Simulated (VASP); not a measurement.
Here is a VASP 6.6.1 calculation.

INCAR

```
SYSTEM = K
PREC = Accurate
ENCUT = 500
EDIFF = 1E-6
ISMEAR = 0
SIGMA = 0.1
LREAL = .False.
LASPH = .True.
NELM = 120
ALGO = Normal
ISIF = 2
LWAVE = .False.
LCHARG = .True.
GGA = PS
LELF = .True.
LVHAR = .True.
NBANDS = 10
GGA_COMPAT = .False.
```

The input KPOINTS:

```
regular mesh
0
Gamma
  12 12 12
  0 0 0
```

The input POSCAR:

```
K
1.0
    0.0000000000      3.2900000000      3.2900000000
    3.2900000000      0.0000000000      3.2900000000
    3.2900000000      3.2900000000      0.0000000000
K
1
Direct
    0.0000000000      0.0000000000      0.0000000000
```

Potentials or basis: VASP PAW PBE potentials, release 64 (K_sv).

Launch:

```bash
$ cat potpaw_PBE.64/K_sv/POTCAR > POTCAR
$ mpirun -np 1 vasp_std > vasp.out
```

(1) Estimate the pressure.

(2) Estimate the band gap on the k mesh.

Results:

(1) 0.0 GPa.

(2) zero (an odd number of electrons rules out a gap without spin polarisation).

Caveat: the PAW data sets were made with another functional, which shifts forces and pressure a little.
